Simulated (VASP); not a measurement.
Set up this calculation in VASP 6.6.1, as the native input.

- Task: single point
- Functional: PBE
- Potentials or basis: VASP PAW PBE potentials, release 64 (Sr_sv)
- Cutoff: 520 eV
- k mesh: 14 × 14 × 14
- Occupations: gaussian, width 0.15 eV
- Spin: no spin polarisation
- Dipole correction: no
- Further INCAR settings: ALGO = Normal; EDIFF = 1e-06; NBANDS = 11

The structure of Sr lies in POSCAR:

```
Sr
1.0
    0.0000000000      3.0423500000      3.1640440000
    3.0423500000      0.0000000000      3.1640440000
    3.0423500000      3.0423500000      0.0000000000
Sr
1
Direct
    0.0000000000      0.0000000000      0.0000000000
```

This cell differs from its parent crystal: strain +0.000 along x and y, +0.040 along z.

One way to write it, as run:

INCAR

```
PREC = Accurate
ENCUT = 520
EDIFF = 1E-6
ISMEAR = 0
SIGMA = 0.15
LREAL = False
LASPH = True
NELM = 100
ALGO = Normal
ISIF = 2
LWAVE = False
LCHARG = False
GGA = PE
NBANDS = 11
```

KPOINTS

```
Automatic mesh
0
Gamma
  14 14 14
```

Potentials or basis: VASP PAW PBE potentials, release 64 (Sr_sv).

The run is started by

```sh
$ cat potpaw_PBE.64/Sr_sv/POTCAR > POTCAR
$ mpirun -np 1 vasp_std > vasp.out
```

It gave:

```
Pressure               : -0.7 GPa
Band gap on the k mesh : zero (band 5 reaches 1.45 eV, above the bottom of band 6 at 1.36 eV)
```

Caveat: the cell differs from its parent crystal (strain +0.000 along x and y, +0.040 along z).

Run time: 65 s on 1 thread of Intel(R) Xeon(R) 6975P-C (Granite Rapids), on a shared host, peak memory 0.3 GiB.
